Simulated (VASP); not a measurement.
# Cd3Cl2 (P4/mmm) in VASP: notebook

The runs below take Cd3Cl2 through single point, relaxation of cell and atoms, with PBE.

Program: VASP 6.6.1. These are calculated values, not measurements. Logs are shortened: lines on timing, memory, paths and dates and some standing lists are left out, and cuts for length are marked.

## 1. The cell of the first run

It takes space group P4/mmm (No. 123, tetragonal). The conventional cell has a = 3.386 Å, b = 3.386 Å, c = 22.962 Å, α = 90.00°, β = 90.00°, γ = 90.00°. Within 3.8 Å of Cd (site symmetry 4mm) lie 4 Cl at 2.88 Å and 8 Cd at 3.28 to 3.39 Å. Cd (site symmetry 4mm) has 10 Cd at 3.39 to 4.79 Å and 8 Cl at 3.83 to 3.89 Å within 4.8 Å. Within 3.8 Å of Cd (site symmetry 4/mmm) lie 8 Cl at 2.87 Å and 4 Cd at 3.39 Å. Within 4.3 Å of Cd (site symmetry 4/mmm) lie 12 Cd at 3.28 to 3.39 Å and 2 Cl at 3.85 Å. Cl (site symmetry 4mm) has 9 Cd at 2.88 to 3.85 Å and 4 Cl at 3.39 Å within 3.9 Å. Cl (site symmetry 4mm) has 8 Cd at 2.87 to 3.89 Å and 5 Cl at 3.17 to 3.39 Å within 3.9 Å.

The cell was built from a structure type or drawn by symmetry, and may not be a known phase.

## 2. Single point, PBE

The input, INCAR:

```
  ALGO = Normal
  EDIFF = 1E-7
  ENCUT = 520
  GGA = PE
  ISIF = 2
  ISMEAR = 0
  LASPH = T
  LCHARG = F
  LREAL = F
  LWAVE = F
  NBANDS = 61
  NELM = 60
  PREC = Accurate
  SIGMA = 0.2
```

The input, KPOINTS:

```
k-points
0
Gamma
  4 4 1
```

The input, POSCAR:

```
Cd3Cl2
1.0
    3.3862971422      0.0000000000      0.0000000000
    0.0000000000      3.3862971422      0.0000000000
    0.0000000000      0.0000000000     22.9616389427
Cd Cl
6 4
Direct
    0.5000000000      0.5000000000      0.0978128004
    0.5000000000      0.5000000000      0.2976439315
    0.5000000000      0.5000000000      0.5000000000
    0.5000000000      0.5000000000      0.7023560685
    0.5000000000      0.5000000000      0.9021871996
    0.0000000000      0.0000000000      0.0000000000
    0.0000000000      0.0000000000      0.1677127826
    0.0000000000      0.0000000000      0.4308915712
    0.0000000000      0.0000000000      0.5691084288
    0.0000000000      0.0000000000      0.8322872174
```

Potentials or basis: VASP PAW PBE potentials, release 64 (Cd, Cl).

Launch:

```sh
cat potpaw_PBE.64/Cd/POTCAR potpaw_PBE.64/Cl/POTCAR > POTCAR
mpirun -np 1 vasp_std > vasp.out
```

OUTCAR:

```text
EDIFF = 1E-7
   ENCUT = 520
   GGA = PE
   ISIF = 2
   ISMEAR = 0
   LASPH = T
   LREAL = F
   NELM = 60
   PREC = Accurate

 ion  position               nearest neighbor table
   1  0.500  0.500  0.098-   7 2.88   7 2.88   7 2.88   7 2.88   6 3.28   6 3.28   6 3.28   6 3.28

   2  0.500  0.500  0.298-
   3  0.500  0.500  0.500-   8 2.87   9 2.87   8 2.87   9 2.87   8 2.87   9 2.87   8 2.87   9 2.87

   4  0.500  0.500  0.702-
   5  0.500  0.500  0.902-  10 2.88  10 2.88  10 2.88  10 2.88   6 3.28   6 3.28   6 3.28   6 3.28

   6  0.000  0.000  0.000-   1 3.28   5 3.28   1 3.28   5 3.28   1 3.28   5 3.28   1 3.28   5 3.28

   7  0.000  0.000  0.168-   1 2.88   1 2.88   1 2.88   1 2.88
   8  0.000  0.000  0.431-   3 2.87   3 2.87   3 2.87   3 2.87
   9  0.000  0.000  0.569-   3 2.87   3 2.87   3 2.87   3 2.87
  10  0.000  0.000  0.832-   5 2.88   5 2.88   5 2.88   5 2.88

  LATTYP: Found a simple tetragonal cell.
 ALAT       =     3.3862971422
 C/A-ratio  =     6.7807513572

  Lattice vectors:

 A1 = (   3.3862971422,   0.0000000000,   0.0000000000)
 A2 = (   0.0000000000,   3.3862971422,   0.0000000000)
 A3 = (   0.0000000000,   0.0000000000,  22.9616389427)

Analysis of symmetry for initial positions (statically):
=====================================================================
 Subroutine PRICEL returns:
 Original cell was already a primitive cell.

 Routine SETGRP: Setting up the symmetry group for a
 simple tetragonal supercell.

 Subroutine GETGRP returns: Found 16 space group operations
 (whereof 16 operations were pure point group operations)
 out of a pool of 16 trial point group operations.

The static configuration has the point symmetry D_4h.

Analysis of symmetry for dynamics (positions and initial velocities):
=====================================================================
 Subroutine PRICEL returns:
 Original cell was already a primitive cell.

 Routine SETGRP: Setting up the symmetry group for a
 simple tetragonal supercell.

 Subroutine GETGRP returns: Found 16 space group operations
 (whereof 16 operations were pure point group operations)
 out of a pool of 16 trial point group operations.

The dynamic configuration has the point symmetry D_4h.

[... 100 lines left out ...]
   NFREE  =      0    steps in history (QN), initial steepest desc. (CG)
   ISIF   =      2    stress and relaxation
   ISYM   =      2    0-nonsym 1-usesym 2-fastsym
   POTIM  = 0.5000    time-step for ionic-motion
   TEBEG  =    0.0;   TEEND  =   0.0 temperature during run
   PSTRESS=    0.0 pullay stress
   NELECT =     100.0000    total number of electrons
   NUPDOWN=      -1.0000    fix difference up-down
   EMIN   =  10.00;   EMAX   =-10.00  energy-range for DOS
   EFERMI =   0.00;   METHOD = LEGACY
   ISMEAR =     0;   SIGMA  =   0.20  broadening in eV -4-tet -1-fermi 0-gaus
   EFERMI_NEDOS =   21; number of points for ismear=-14 and -15
   IALGO  =     38    algorithm
   IMIX   =      4    mixing-type and parameters
     AMIX     =   0.40;   BMIX     =  1.00
     AMIX_MAG =   1.60;   BMIX_MAG =  1.00
  volume/ion in A,a.u.               =      26.33       177.68
  Fermi-wavevector in a.u.,A,eV,Ry     =   1.185561  2.240385 19.123728  1.405554
  Thomas-Fermi vector in A             =   2.321752
   LORBIT       =      0    0 simple, 1 ext, 2 COOP (PROOUT), +10 PAW based schemes
   GGA     = PE    functional components
   LHFCALC =     F    Hartree Fock is set to
   AEXX    =    0.0000 exact exchange contribution
   IVDW    =     0    specifies the selected vdW correction
   LEPSILON=     F    determine dielectric tensor
   LRPA    =     F    only Hartree local field effects (RPA)
 non-spin polarized calculation
 Gauss-broadening in eV      SIGMA  =   0.20
  energy-cutoff  :      520.00
  volume of cell :      263.30
 maximum number of plane-waves:      7128
 NGX is ok and might be reduce to    28
   NGX = 13   NGY = 13   NGZ = 85

 number of electron     100.0000000 magnetization

 number of electron      99.9999970 magnetization

 Free energy of the ion-electron system (eV)
  ---------------------------------------------------
  ext. energy  EPLUGINS =         0.00000000
  ---------------------------------------------------
  free energy    TOTEN  =       -15.58888885 eV

  energy without entropy =      -15.54659979  energy(sigma->0) =      -15.56774432

 E-fermi :   1.8062     XC(G=0):  -9.2406

 val. band max:        1.7113844924   @ k =   0.5000   0.5000   0.0000
 cond. band min:       1.9542298383   @ k =   0.5000   0.5000   0.0000
 fundamental gap:      0.2428453459
 Fermi energy:         1.8061916320

 k-point     1 :       0.0000    0.0000    0.0000
  band No.  band energies     occupation
      1     -14.4249      2.00000
      2     -14.0039      2.00000
      3     -14.0027      2.00000
      4     -13.9092      2.00000
      5      -7.6008      2.00000
      6      -7.5726      2.00000
[... 373 lines left out ...]
     60       4.9744      0.00000
     61       5.2085      0.00000

------------------------ aborting loop because EDIFF is reached ----------------------------------------

  FORCE on cell =-STRESS in cart. coord.  units (eV):
  Direction    XX          YY          ZZ          XY          YZ          ZX
  --------------------------------------------------------------------------------------
  -------------------------------------------------------------------------------------
  Total        0.2440249      0.2440249      0.1485019      0.0000000     -0.0000000      0.0000000
  in kB        1.4848812      1.4848812      0.9036280      0.0000000     -0.0000000      0.0000000
  external PRESSURE =       1.2911301 kB  Pullay stress =       0.0000000 kB

 VOLUME and BASIS-vectors are now :
 -----------------------------------------------------------------------------
  energy-cutoff  :      520.00
  volume of cell :      263.30
      direct lattice vectors                 reciprocal lattice vectors
     3.386297142  0.000000000  0.000000000     0.295307812  0.000000000  0.000000000
     0.000000000  3.386297142  0.000000000     0.000000000  0.295307812  0.000000000
     0.000000000  0.000000000 22.961638943     0.000000000  0.000000000  0.043550898

 POSITION                                       TOTAL-FORCE (eV/Angst)
 -----------------------------------------------------------------------------------
      1.69315      1.69315      2.24594        -0.000000     -0.000000     -0.003684
      1.69315      1.69315      6.83439        -0.000000      0.000000     -0.004475
      1.69315      1.69315     11.48082        -0.000000      0.000000      0.000000
      1.69315      1.69315     16.12725        -0.000000      0.000000      0.004475
      1.69315      1.69315     20.71570        -0.000000      0.000000      0.003684
      0.00000      0.00000      0.00000        -0.000000      0.000000      0.000000
      0.00000      0.00000      3.85096        -0.000000     -0.000000      0.019936
      0.00000      0.00000      9.89398         0.000000      0.000000     -0.021851
      0.00000      0.00000     13.06766         0.000000      0.000000      0.021851
      0.00000      0.00000     19.11068         0.000000     -0.000000     -0.019936
 -----------------------------------------------------------------------------------
    total drift:                                0.000000      0.000000     -0.000000

  FREE ENERGIE OF THE ION-ELECTRON SYSTEM (eV)
  ---------------------------------------------------
  free  energy   TOTEN  =       -15.5888888451 eV

  energy  without entropy=      -15.5465997905  energy(sigma->0) =      -15.56774432
```

stdout:

```text
POSCAR found type information on POSCAR CdCl
 POSCAR found :  2 types and      10 ions
 scaLAPACK will be used
 LDA part: xc-table for (Slater+PW92), standard interpolation
 POSCAR, INCAR and KPOINTS ok, starting setup
 FFT: planning ... GRIDC
 FFT: planning ... GRID_SOFT
 FFT: planning ... GRID
 WAVECAR not read
 entering main loop
```

Run time: 2.8 min. Hardware: 1 thread of Intel Xeon Platinum 8488C (Sapphire Rapids), shared host; peak memory 0.38 GiB.

What came out:

* Free energy: -15.5889 eV
* Pressure: 0.1 GPa
* Largest force: 0.022 eV/Å
* Band gap on the k mesh: zero (bands 50 and 51 overlap by 0.57 eV)

Forces on the atoms (eV/Å):
```
Cd   0.000  0.000 -0.004
Cd   0.000  0.000 -0.004
Cd   0.000  0.000  0.000
Cd   0.000  0.000  0.004
Cd   0.000  0.000  0.004
Cd   0.000  0.000  0.000
Cl   0.000  0.000  0.020
Cl   0.000  0.000 -0.022
Cl   0.000  0.000  0.022
Cl   0.000  0.000 -0.020
```

Caveat: the k points lie up to 0.46 Å⁻¹ apart, too coarse for converged energies and pressures of a metal.

## 3. Relaxation of cell and atoms, PBE

This run uses another cell than the first one, of 27.99 Å³/atom.

The input, INCAR:

```
PREC = Accurate
ENCUT = 600
EDIFF = 1E-6
ISMEAR = 0
SIGMA = 0.2
LREAL = F
LASPH = T
NELM = 100
ALGO = Normal
ISIF = 3
LWAVE = F
LCHARG = F
GGA = PE
IBRION = 2
NSW = 36
EDIFFG = -0.08
```

The input, KPOINTS:

```
regular mesh
0
Gamma
  4 4 1
```

The input, POSCAR:

```
Cd3Cl2
1.0
    3.9032017500      0.0000000000      0.0000000000
    0.0000000000      3.9032017500      0.0000000000
    0.0000000000      0.0000000000     18.3706709900
Cd Cl
6 4
Direct
    0.5000000000      0.5000000000      0.1146765300
    0.5000000000      0.5000000000      0.3038444500
    0.5000000000      0.5000000000      0.5000000000
    0.5000000000      0.5000000000      0.6961555500
    0.5000000000      0.5000000000      0.8853234700
    0.0000000000      0.0000000000      0.0000000000
    0.0000000000      0.0000000000      0.2071866100
    0.0000000000      0.0000000000      0.4020780600
    0.0000000000      0.0000000000      0.5979219400
    0.0000000000      0.0000000000      0.7928133900
```

Potentials or basis: VASP PAW PBE potentials, release 64 (Cd, Cl).

Launch:

```sh
cat potpaw_PBE.64/Cd/POTCAR potpaw_PBE.64/Cl/POTCAR > POTCAR
mpirun -np 1 vasp_std > vasp.out
```

Wall time 43 min (1 thread of Intel Xeon Platinum 8488C (Sapphire Rapids), shared host); peak memory 0.46 GiB.

Results (log left out):

| Quantity | Value |
| --- | --- |
| Free energy | -15.5486 eV |
| Relaxed volume | 27.20 Å³/atom |
| Relaxed cell | a = 3.409 Å, b = 3.409 Å, c = 23.406 Å, α = 90.00°, β = 90.00°, γ = 90.00° |
| Space group after relaxing (to 0.1 Å) | P4/mmm (No. 123) |
| Energy gained by relaxing | 170.8 meV/atom |
| Ionic steps | 30 |
| Pressure after relaxing | -0.2 GPa |
| Largest force after relaxing | 0.070 eV/Å |
| Band gap on the k mesh | zero (bands 50 and 51 overlap by 0.48 eV) |

Forces in eV/Å, atoms in the order of the input:
```
Cd   0.000  0.000  0.020
Cd   0.000  0.000  0.026
Cd   0.000  0.000  0.000
Cd   0.000  0.000 -0.026
Cd   0.000  0.000 -0.020
Cd   0.000  0.000  0.000
Cl   0.000  0.000  0.070
Cl   0.000  0.000  0.005
Cl   0.000  0.000 -0.005
Cl   0.000  0.000 -0.070
```

Stress tensor (GPa, compression positive):
```
-0.24  0.00  0.00
 0.00 -0.24  0.00
 0.00  0.00 -0.14
```

The path:
| step | energy change (eV) | largest force (eV/Å) | pressure (GPa) | volume (Å³) |
| --- | --- | --- | --- | --- |
| 1 | 0.0000 | 0.1256 | -2.61 | 279.88 |
| 2 | -0.2593 | 0.1315 | -1.43 | 261.78 |
| 3 | -0.3553 | 0.2152 | 0.09 | 246.38 |
| 4 | -0.3567 | 0.2366 | 0.33 | 244.37 |
| 5 | -0.4134 | 0.2516 | 0.33 | 243.45 |
| 6 | -0.5546 | 0.2351 | 0.39 | 240.25 |
| 7 | -0.5507 | 0.2630 | 0.96 | 231.95 |
| 8 | -0.5988 | 0.1620 | 0.50 | 235.94 |
| 9 | -0.6013 | 0.1691 | 0.45 | 236.77 |
| 10 | -0.6206 | 0.2113 | -0.35 | 242.53 |
| 11 | -0.6209 | 0.2173 | -0.43 | 243.27 |
| 12 | -0.6403 | 0.2734 | -0.48 | 243.55 |
| 13 | -0.7170 | 0.4950 | -0.61 | 244.39 |
| 14 | -0.9188 | 0.6549 | -0.78 | 246.08 |
| 15 | -1.1743 | 0.6338 | -0.29 | 249.47 |
| 16 | -1.1825 | 0.6448 | -0.25 | 249.52 |
| 17 | -1.2012 | 0.6768 | -0.08 | 249.68 |
| 18 | -1.2088 | 0.7398 | 0.33 | 249.98 |
| 19 | -1.2403 | 0.7325 | 0.32 | 250.31 |
| 20 | -1.3267 | 0.7062 | 0.31 | 251.24 |
| 21 | -1.4644 | 0.6397 | 0.39 | 252.93 |
| 22 | -1.6005 | 0.4439 | 1.09 | 255.65 |
| 23 | -1.6025 | 0.3726 | 1.42 | 256.30 |
| 24 | -1.6620 | 0.3580 | 0.37 | 263.99 |
| 25 | -1.6713 | 0.3590 | -0.19 | 268.69 |
| 26 | -1.6842 | 0.2801 | -0.13 | 268.94 |
| 27 | -1.7011 | 0.1129 | 0.04 | 269.58 |
| 28 | -1.7014 | 0.1332 | 0.07 | 269.68 |
| 29 | -1.7046 | 0.1116 | -0.03 | 270.43 |
| 30 | -1.7082 | 0.0699 | -0.20 | 271.97 |

Final structure:
```
CELL_PARAMETERS angstrom
3.40872 0.00000 0.00000
0.00000 3.40872 0.00000
0.00000 0.00000 23.40628
ATOMIC_POSITIONS crystal
Cd 0.50000 0.50000 0.09412
Cd 0.50000 0.50000 0.28871
Cd 0.50000 0.50000 0.50000
Cd 0.50000 0.50000 0.71129
Cd 0.50000 0.50000 0.90588
Cd 0.00000 0.00000 0.00000
Cl 0.00000 0.00000 0.16176
Cl 0.00000 0.00000 0.43222
Cl 0.00000 0.00000 0.56778
Cl 0.00000 0.00000 0.83824
```

Levels at points of the mesh, in eV from the Fermi level:
| k point | band 47 | band 48 | band 49 | band 50 | band 51 | band 52 | band 53 | band 54 |
| --- | --- | --- | --- | --- | --- | --- | --- | --- |
| (0.00, 0.00, 0.00) | -2.61 | -2.28 | -2.28 | -1.94 | -0.09 | 0.68 | 2.01 | 3.12 |
| (0.50, 0.00, 0.00) | -2.24 | -2.24 | -1.07 | -0.98 | -0.22 | 0.42 | 0.87 | 1.28 |
| (0.50, 0.50, 0.00) | -0.04 | 0.04 | 0.25 | 0.25 | 0.32 | 0.44 | 1.81 | 1.81 |

Caveat: the k points lie up to 0.46 Å⁻¹ apart in the final cell; a cell axis changed by over 15 % at a fixed basis, so the end point is rough; the relaxation stopped at a loose force limit of 0.08 eV/Å, so its end isn't a converged minimum.
